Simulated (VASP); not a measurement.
# Ba2O (Pn-3m) in VASP: relaxation of cell and atoms with PBE

Aim: the relaxation of cell and atoms of Ba2O with PBE.

Everything below comes from runs of VASP 6.6.1. Logs are shortened: lines on timing, memory, paths and dates and some standing lists are left out, and cuts for length are marked.

**1. The cell of the first run**

The structure is cubic, space group Pn-3m (No. 224). The conventional cell has a = 6.088 Å, b = 6.088 Å, c = 6.088 Å, α = 90.00°, β = 90.00°, γ = 90.00°. Ba (site symmetry -3m) has 2 O at 2.64 Å within 3.5 Å. Within 3.5 Å of O (site symmetry -43m) lie 4 Ba at 2.64 Å.

**2. Relaxation of cell and atoms, PBE**

INCAR

```
ALGO = Normal
EDIFF = 1E-7
EDIFFG = -0.01
ENCUT = 910
GGA = PE
GGA_COMPAT = F
IBRION = 2
ISIF = 3
ISMEAR = 0
LASPH = T
LCHARG = F
LREAL = F
LWAVE = F
NELM = 120
NELMIN = 4
NSW = 80
PREC = Accurate
SIGMA = 0.1
```

KPOINTS

```
k-points
0
Gamma
  6 6 6
```

POSCAR

```
Ba2O
1.0
    6.0883151645      0.0000000000      0.0000000000
    0.0000000000      6.0883151645      0.0000000000
    0.0000000000      0.0000000000      6.0883151645
Ba O
4 2
Direct
    0.2500000000      0.2500000000      0.2500000000
    0.2500000000      0.7500000000      0.7500000000
    0.7500000000      0.7500000000      0.2500000000
    0.7500000000      0.2500000000      0.7500000000
    0.0000000000      0.0000000000      0.0000000000
    0.5000000000      0.5000000000      0.5000000000
```

Potentials or basis: VASP PAW PBE potentials, release 64 (Ba_sv, O_h).

Run with:

```bash
cat potpaw_PBE.64/Ba_sv/POTCAR potpaw_PBE.64/O_h/POTCAR > POTCAR
mpirun -np 1 vasp_std > vasp.out
```

OUTCAR:

```text
EDIFF = 1E-7
   EDIFFG = -0.01
   ENCUT = 910
   GGA = PE
   IBRION = 2
   ISIF = 3
   ISMEAR = 0
   LASPH = T
   LREAL = F
   NELM = 120
   NELMIN = 4
   NSW = 80
   PREC = Accurate

 ion  position               nearest neighbor table
   1  0.250  0.250  0.250-   5 2.64   6 2.64   4 4.31   2 4.31   3 4.31   2 4.31   4 4.31   2 4.31
                             3 4.31   2 4.31   3 4.31   4 4.31   4 4.31   3 4.31
   2  0.250  0.750  0.750-   5 2.64   6 2.64   4 4.31   1 4.31   3 4.31   1 4.31   3 4.31   1 4.31
                             4 4.31   1 4.31   3 4.31   4 4.31   3 4.31   4 4.31
   3  0.750  0.750  0.250-   5 2.64   6 2.64   4 4.31   1 4.31   2 4.31   2 4.31   4 4.31   1 4.31
                             4 4.31   4 4.31   1 4.31   2 4.31   2 4.31   1 4.31
   4  0.750  0.250  0.750-   5 2.64   6 2.64   3 4.31   1 4.31   2 4.31   1 4.31   3 4.31   2 4.31
                             3 4.31   3 4.31   1 4.31   2 4.31   1 4.31   2 4.31
   5  0.000  0.000  0.000-   1 2.64   2 2.64   3 2.64   4 2.64
   6  0.500  0.500  0.500-   1 2.64   2 2.64   3 2.64   4 2.64

  LATTYP: Found a simple cubic cell.
 ALAT       =     6.0883151645

  Lattice vectors:

 A1 = (   6.0883151645,   0.0000000000,   0.0000000000)
 A2 = (   0.0000000000,   6.0883151645,   0.0000000000)
 A3 = (   0.0000000000,   0.0000000000,   6.0883151645)

Analysis of symmetry for initial positions (statically):
=====================================================================
 Subroutine PRICEL returns:
 Original cell was already a primitive cell.

 Routine SETGRP: Setting up the symmetry group for a
 simple cubic supercell.

 Subroutine GETGRP returns: Found 48 space group operations
 (whereof 24 operations were pure point group operations)
 out of a pool of 48 trial point group operations.

The static configuration has the point symmetry T_d .
 The point group associated with its full space group is O_h .

Analysis of symmetry for dynamics (positions and initial velocities):
=====================================================================
 Subroutine PRICEL returns:
 Original cell was already a primitive cell.

 Routine SETGRP: Setting up the symmetry group for a
 simple cubic supercell.

 Subroutine GETGRP returns: Found 48 space group operations
 (whereof 24 operations were pure point group operations)
 out of a pool of 48 trial point group operations.

The dynamic configuration has the point symmetry T_d .
 The point group associated with its full space group is O_h .

 Subroutine INISYM returns: Found 48 space group operations
 (whereof 24 operations are pure point group operations),
 and found     1 'primitive' translations

----------------------------------------------------------------------------------------

                                     Primitive cell

  volume of cell :     225.6791

  direct lattice vectors                    reciprocal lattice vectors
     6.088315164  0.000000000  0.000000000     0.164249053  0.000000000  0.000000000
     0.000000000  6.088315164  0.000000000     0.000000000  0.164249053  0.000000000
     0.000000000  0.000000000  6.088315164     0.000000000  0.000000000  0.164249053

  length of vectors
     6.088315164  6.088315164  6.088315164     0.164249053  0.164249053  0.164249053

  position of ions in fractional coordinates (direct lattice)
     0.250000000  0.250000000  0.250000000
     0.250000000  0.750000000  0.750000000
     0.750000000  0.750000000  0.250000000
     0.750000000  0.250000000  0.750000000
     0.000000000  0.000000000  0.000000000
     0.500000000  0.500000000  0.500000000

  ion indices of the primitive-cell ions
   primitive index   ion index
                 1           1
                 2           2
                 3           3
                 4           4
                 5           5
                 6           6

----------------------------------------------------------------------------------------

 KPOINTS: k-points

Automatic generation of k-mesh.
 Grid dimensions read from file:
 generate k-points for:    6    6    6

 Generating k-lattice:

  Cartesian coordinates                     Fractional coordinates (reciprocal lattice)
     0.027374842  0.000000000  0.000000000     0.166666667  0.000000000  0.000000000
     0.000000000  0.027374842  0.000000000     0.000000000  0.166666667  0.000000000
     0.000000000  0.000000000  0.027374842     0.000000000  0.000000000  0.166666667

  Length of vectors
     0.027374842  0.027374842  0.027374842
[... 32 lines left out ...]
   number of dos      NEDOS =    301   number of ions     NIONS =      6
   total plane-waves  NPLWV = 216000
   dimension x,y,z NGX =    60 NGY =   60 NGZ =   60
   dimension x,y,z NGXF=   120 NGYF=  120 NGZF=  120
   ions per type =               4   2
   NGX,Y,Z   is equivalent  to a cutoff of  16.38, 16.38, 16.38 a.u.
   NGXF,Y,Z  is equivalent  to a cutoff of  32.77, 32.77, 32.77 a.u.
 SYSTEM =  unknown system
   PREC   = accura    normal or accurate (medium, high low for compatibility)
   ISTART =      0    job   : 0-new  1-cont  2-samecut
   ICHARG =      2    charge: 1-file 2-atom 10-const
   ISPIN  =      1    spin polarized calculation?
   LNONCOLLINEAR =      F non collinear calculations
   LSORBIT =      F    spin-orbit coupling
   LASPH  =      T    aspherical Exc in radial PAW
   ENCUT  =  910.0 eV  66.88 Ry    8.18 a.u.  14.98 14.98 14.98*2*pi/ulx,y,z
   NELM   =    120;   NELMIN=  4; NELMDL= -5     # of ELM steps
   EDIFF  = 0.1E-06   stopping-criterion for ELM
   LREAL  =      F    real-space projection
   EDIFFG = -.1E-01   stopping-criterion for IOM
   NSW    =     80    number of steps for IOM
   IBRION =      2    ionic relax: 0-MD 1-quasi-New 2-CG
   NFREE  =      1    steps in history (QN), initial steepest desc. (CG)
   ISIF   =      3    stress and relaxation
   ISYM   =      2    0-nonsym 1-usesym 2-fastsym
   POTIM  = 0.5000    time-step for ionic-motion
   TEBEG  =    0.0;   TEEND  =   0.0 temperature during run
   PSTRESS=    0.0 pullay stress
   NELECT =      52.0000    total number of electrons
   NUPDOWN=      -1.0000    fix difference up-down
   EMIN   =  10.00;   EMAX   =-10.00  energy-range for DOS
   EFERMI =   0.00;   METHOD = LEGACY
   ISMEAR =     0;   SIGMA  =   0.10  broadening in eV -4-tet -1-fermi 0-gaus
   EFERMI_NEDOS =   21; number of points for ismear=-14 and -15
   IALGO  =     38    algorithm
   IMIX   =      4    mixing-type and parameters
     AMIX     =   0.40;   BMIX     =  1.00
     AMIX_MAG =   1.60;   BMIX_MAG =  1.00
  volume/ion in A,a.u.               =      37.61       253.83
  Fermi-wavevector in a.u.,A,eV,Ry     =   1.003642  1.896608 13.705111  1.007297
  Thomas-Fermi vector in A             =   2.136207
   LORBIT       =      0    0 simple, 1 ext, 2 COOP (PROOUT), +10 PAW based schemes
   GGA     = PE    functional components
   LHFCALC =     F    Hartree Fock is set to
   AEXX    =    0.0000 exact exchange contribution
   IVDW    =     0    specifies the selected vdW correction
   LEPSILON=     F    determine dielectric tensor
   LRPA    =     F    only Hartree local field effects (RPA)
 conjugate gradient relaxation of ions
 non-spin polarized calculation
 Gauss-broadening in eV      SIGMA  =   0.10
  energy-cutoff  :      910.00
  volume of cell :      225.68
 maximum number of plane-waves:     14094
 NGX is ok and might be reduce to    60
   NGX = 29   NGY = 29   NGZ = 29

--------------------------------------- Ionic step        1  -------------------------------------------

 number of electron      52.0000002 magnetization

 Free energy of the ion-electron system (eV)
  ---------------------------------------------------
  ext. energy  EPLUGINS =         0.00000000
  ---------------------------------------------------
  free energy    TOTEN  =       -26.08641026 eV

  energy without entropy =      -26.05035375  energy(sigma->0) =      -26.06838201

------------------------ aborting loop because EDIFF is reached ----------------------------------------

  FORCE on cell =-STRESS in cart. coord.  units (eV):
  Direction    XX          YY          ZZ          XY          YZ          ZX
  --------------------------------------------------------------------------------------
  -------------------------------------------------------------------------------------
  Total        1.3534594      1.3534594      1.3534594      0.0000000      0.0000000      0.0000000
  in kB        9.6086958      9.6086958      9.6086958      0.0000000      0.0000000      0.0000000
  external PRESSURE =       9.6086958 kB  Pullay stress =       0.0000000 kB

 VOLUME and BASIS-vectors are now :
 -----------------------------------------------------------------------------
  energy-cutoff  :      910.00
  volume of cell :      225.68
      direct lattice vectors                 reciprocal lattice vectors
     6.088315164  0.000000000  0.000000000     0.164249053  0.000000000  0.000000000
     0.000000000  6.088315164  0.000000000     0.000000000  0.164249053  0.000000000
     0.000000000  0.000000000  6.088315164     0.000000000  0.000000000  0.164249053

 POSITION                                       TOTAL-FORCE (eV/Angst)
 -----------------------------------------------------------------------------------
      1.52208      1.52208      1.52208        -0.000000     -0.000000      0.000000
      1.52208      4.56624      4.56624        -0.000000     -0.000000     -0.000000
      4.56624      4.56624      1.52208         0.000000     -0.000000     -0.000000
      4.56624      1.52208      4.56624        -0.000000      0.000000     -0.000000
      0.00000      0.00000      0.00000        -0.000000      0.000000      0.000000
      3.04416      3.04416      3.04416         0.000000     -0.000000      0.000000
 -----------------------------------------------------------------------------------
    total drift:                               -0.000000     -0.000000     -0.000000

  FREE ENERGIE OF THE ION-ELECTRON SYSTEM (eV)
  ---------------------------------------------------
  free  energy   TOTEN  =       -26.0864102639 eV

  energy  without entropy=      -26.0503537505  energy(sigma->0) =      -26.06838201

--------------------------------------- Ionic step        2  -------------------------------------------

 number of electron      51.9999999 magnetization

 Free energy of the ion-electron system (eV)
  ---------------------------------------------------
  ext. energy  EPLUGINS =         0.00000000
  ---------------------------------------------------
  free energy    TOTEN  =       -26.10893918 eV

  energy without entropy =      -26.07590404  energy(sigma->0) =      -26.09242161

 E-fermi :   2.1979     XC(G=0):  -7.9139

 val. band max:        2.1635169180   @ k =   0.3333   0.1667   0.1667
 cond. band min:       2.2167468194   @ k =   0.1667   0.0000   0.0000
 fundamental gap:      0.0532299014
 Fermi energy:         2.1978726565

 k-point     1 :       0.0000    0.0000    0.0000
  band No.  band energies     occupation
      1     -26.1115      2.00000
      2     -26.0179      2.00000
      3     -26.0179      2.00000
      4     -26.0179      2.00000
      5     -15.1571      2.00000
      6     -14.5353      2.00000
[... 669 lines left out ...]
     30       3.9657      0.00000
     31       4.1366      0.00000

------------------------ aborting loop because EDIFF is reached ----------------------------------------

  FORCE on cell =-STRESS in cart. coord.  units (eV):
  Direction    XX          YY          ZZ          XY          YZ          ZX
  --------------------------------------------------------------------------------------
  -------------------------------------------------------------------------------------
  Total        0.0151851      0.0151851      0.0151851      0.0000000      0.0000000      0.0000000
  in kB        0.1043605      0.1043605      0.1043605      0.0000000      0.0000000      0.0000000
  external PRESSURE =       0.1043605 kB  Pullay stress =       0.0000000 kB

 VOLUME and BASIS-vectors are now :
 -----------------------------------------------------------------------------
  energy-cutoff  :      910.00
  volume of cell :      233.13
      direct lattice vectors                 reciprocal lattice vectors
     6.154570721  0.000000000  0.000000000     0.162480869 -0.000000000  0.000000000
     0.000000000  6.154570721 -0.000000000    -0.000000000  0.162480869 -0.000000000
    -0.000000000  0.000000000  6.154570721    -0.000000000  0.000000000  0.162480869

 POSITION                                       TOTAL-FORCE (eV/Angst)
 -----------------------------------------------------------------------------------
      1.53864      1.53864      1.53864        -0.000000      0.000000     -0.000000
      1.53864      4.61593      4.61593         0.000000     -0.000000      0.000000
      4.61593      4.61593      1.53864         0.000000     -0.000000     -0.000000
      4.61593      1.53864      4.61593        -0.000000      0.000000      0.000000
      6.15457      0.00000      0.00000         0.000000     -0.000000      0.000000
      3.07729      3.07729      3.07729        -0.000000      0.000000     -0.000000
 -----------------------------------------------------------------------------------
    total drift:                               -0.000000     -0.000000     -0.000000

  FREE ENERGIE OF THE ION-ELECTRON SYSTEM (eV)
  ---------------------------------------------------
  free  energy   TOTEN  =       -26.1089391828 eV

  energy  without entropy=      -26.0759040422  energy(sigma->0) =      -26.09242161

 reached required accuracy - stopping structural energy minimisation
```

Run time: 13 min. Hardware: 1 thread of AMD EPYC 7R13 (Zen 3), shared host; peak memory 0.63 GiB.

Results:

```
Free energy                           : -26.1089 eV
Relaxed volume                        : 38.85 Å³/atom
Relaxed cell                          : a = 6.155 Å, b = 6.155 Å, c = 6.155 Å, α = 90.00°, β = 90.00°, γ = 90.00°
Space group after relaxing (to 0.1 Å) : Pn-3m (No. 224)
Energy gained by relaxing             : 3.8 meV/atom
Ionic steps                           : 2
Pressure after relaxing               : 0.0 GPa
Band gap on the k mesh                : zero (bands 26 and 27 overlap by 0.85 eV)
```

Step by step:
```csv
step,energy change (eV),largest force (eV/Å),pressure (GPa),volume (Å³)
1,0.0000,0.0000,0.96,225.68
2,-0.0225,0.0000,0.01,233.13
```

Final structure:
```xyz
6
Lattice="6.1546 0.0000 0.0000 0.0000 6.1546 0.0000 0.0000 0.0000 6.1546" Properties=species:S:1:pos:R:3 pbc="T T T"
Ba    1.5386    1.5386    1.5386
Ba    1.5386    4.6159    4.6159
Ba    4.6159    4.6159    1.5386
Ba    4.6159    1.5386    4.6159
O     6.1546    0.0000    0.0000
O     3.0773    3.0773    3.0773
```

Caveat: spin-orbit coupling is left out, which moves the levels of the heavy elements. PBE usually gives volumes a little too large and moduli too small.

The gap in the log of VASP goes by the Fermi energy; the results here count the filled bands.